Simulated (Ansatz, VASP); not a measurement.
# Two plane-wave programs on AlCd2O

```
Al Cd O
1.0
     1.71578   -5.24707    0.00000
     1.71578    5.24707    0.00000
     0.00000    0.00000    5.38553
Al Cd O
1 2 1
Direct
  0.50000 0.50000 0.00000
  0.63758 0.36242 0.50000
  0.36242 0.63758 0.50000
  0.00000 0.00000 0.00000
```

Alike in both runs: functional PBE; k mesh 4 × 4 × 4; occupations gaussian, width 0.1 eV; no spin polarisation.

Ansatz relaxed the structure, and its values are those at the end. VASP's run is a single point on that final structure, the one shown.

```csv
,VASP,Ansatz
version,VASP 6.6.1,Ansatz 0.2.0
potentials or method,"VASP PAW PBE potentials, release 64 (Al, Cd, O), cutoff 520 eV","scalar-relativistic, plane waves, PAW"
valence electrons in the cell,33,49
```

```csv
,VASP,Ansatz,Ansatz less VASP
gap on the k mesh at the Fermi level (eV),none,none,-
pressure (GPa),0.1,0.0,-0.13
```

A gap of «none» marks a metal or a gap that the smearing closes. VASP's potentials hold 33 valence electrons a cell and Ansatz's 49, so a difference there can come from the potentials and not from the codes.

The k mesh is coarse, so the values compare programs but aren't converged.
